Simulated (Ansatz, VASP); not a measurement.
## One calculation of Ti3S2, two programs

```
CELL_PARAMETERS angstrom
1.75566 1.01363 8.13836
-1.75566 1.01363 8.13836
0.00000 -2.02726 8.13836
ATOMIC_POSITIONS crystal
Ti 0.00000 0.00000 0.00000
Ti 0.20950 0.20950 0.20950
Ti 0.79050 0.79050 0.79050
S 0.40000 0.40000 0.40000
S 0.60000 0.60000 0.60000
```

Alike in both runs: task single point; functional PBE; k mesh 6 × 6 × 6; occupations gaussian, width 0.1 eV; collinear spin.

|  | VASP | Ansatz |
| --- | --- | --- |
| version | VASP 6.6.1 | Ansatz 0.2.0 |
| potentials or method | VASP PAW PBE potentials, release 64 (Ti_sv, S), cutoff 520 eV | scalar-relativistic, plane waves, PAW |
| valence electrons in the cell | 48 | 48 |

|  | VASP | Ansatz | Ansatz less VASP |
| --- | --- | --- | --- |
| gap on the k mesh at the Fermi level (eV) | none | none | - |
| pressure (GPa) | -9.0 | -9.1 | -0.05 |
| traceless stress, the component that is largest in VASP (GPa) | 2.02 | 2.01 | -0.003 |
| rms of the force components (eV/Å) | 0.404 | 0.408 | +0.0036 |
| net moment per atom (μB) | 0.00 | 0.00 | 0.000 |

Atom by atom the forces differ by 0.007 eV/Å (rms over components). A gap of «none» marks a metal or a gap that the smearing closes. With one functional, cell and mesh, what is left measures potentials, basis and numerics. Ansatz's warnings: seeded moment not kept.
